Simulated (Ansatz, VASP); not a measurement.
One calculation of Os, two programs

The input INCAR:

```
PREC     = Accurate       # precision mode
ENCUT    = 520            # plane-wave cutoff, eV
EDIFF    = 1E-6           # SCF threshold, eV
ISMEAR   = 0              # smearing method
SIGMA    = 0.15           # smearing width, eV
LREAL    = False          # projectors in reciprocal space
LASPH    = True           # aspherical terms in the spheres
NELM     = 100            # most SCF steps
ALGO     = Normal         # electronic algorithm
ISIF     = 2              # what is computed and relaxed
LWAVE    = False          # write WAVECAR
LCHARG   = False          # write CHGCAR
GGA      = PS             # functional
NBANDS   = 10             # bands
```

The input KPOINTS:

```
regular mesh
0
Gamma
  20 20 20
```

POSCAR

```
Os
1.0
    0.0000000000      1.9450000000      1.9936250000
    1.9450000000      0.0000000000      1.9936250000
    1.9450000000      1.9450000000      0.0000000000
Os
1
Direct
    0.0000000000      0.0000000000      0.0000000000
```

Input for Ansatz:

```yaml
crystal:
  lattice:
    - [0.0, 1.945, 1.993625]
    - [1.945, 0.0, 1.993625]
    - [1.945, 1.945, 0.0]
  atoms:
    - { symbol: Os, position: [0.0, 0.0, 0.0] }
basis:
  ecutwfc: 420
kpoints:
  mp_grid: { grid: [20, 20, 20] }
hamiltonian:
  xc: pbesol
scf:
  occupations: { method: gaussian, width: 0.15 }
output:
  forces: true
  stress: true
  eigenvalues: true
```

Change from the starting cell: strain +0.000 along x and y, +0.025 along z, atoms carried along.

Alike in both runs: task single point; functional PBEsol; k mesh 20 × 20 × 20; occupations gaussian, width 0.15 eV; no spin polarisation.

```csv
,VASP,Ansatz
version,VASP 6.6.1,Ansatz 0.2.0
potentials or method,"VASP PAW PBE potentials, release 64 (Os), cutoff 520 eV","scalar-relativistic, plane waves, PAW"
valence electrons in the cell,8,16
```

Ansatz gave:

```
gap on the k mesh at the Fermi level (eV)                     : none
pressure (GPa)                                                : -27.5
traceless stress, the component that is largest in VASP (GPa) : -4.46
```

Task: Estimate VASP's values.

Result: gap on the k mesh at the Fermi level (eV): none; pressure (GPa): -27.7; traceless stress, the component that is largest in VASP (GPa): -4.45.

VASP's potentials were made for PBE, not for PBEsol. A gap of «none» marks a metal or a gap that the smearing closes. With one functional, cell and mesh, what is left measures potentials, basis and numerics. VASP's potentials hold 8 valence electrons a cell and Ansatz's 16, so a difference there can come from the potentials and not from the codes.

Spin-orbit coupling is off throughout.
